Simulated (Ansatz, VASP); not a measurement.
Ni: VASP beside Ansatz

```xyz
1
Lattice="0.0000 1.8054 1.8054 1.8054 0.0000 1.8054 1.8054 1.8054 0.0000" Properties=species:S:1:pos:R:3 pbc="T T T"
Ni    0.0000    0.0000    0.0000
```

Alike in both runs: task single point; functional PBE; k mesh 25 × 25 × 25; occupations fermi-dirac, width 0.05 eV; collinear spin.

|  | VASP | Ansatz |
| --- | --- | --- |
| version | VASP 6.6.1 | Ansatz 0.2.0 |
| potentials or method | VASP PAW PBE potentials, release 64 (Ni), cutoff 520 eV | plane waves (420 eV) with PAW, scalar-relativistic |
| valence electrons in the cell | 10 | 18 |

VASP gave:

- pressure (GPa): -12.6
- net moment per atom (μB): 0.64
- size of the moment on the site where the two differ most (μB): 0.66

Problem. What did Ansatz give for the same quantities?

Solution. Pressure (GPa): -12.7; net moment per atom (μB): 0.66; size of the moment on the site where the two differ most (μB): 0.70.

Site moments also hang on the region over which each program counts them. VASP's potentials hold 10 valence electrons a cell and Ansatz's 18, so a difference there can come from the potentials and not from the codes.
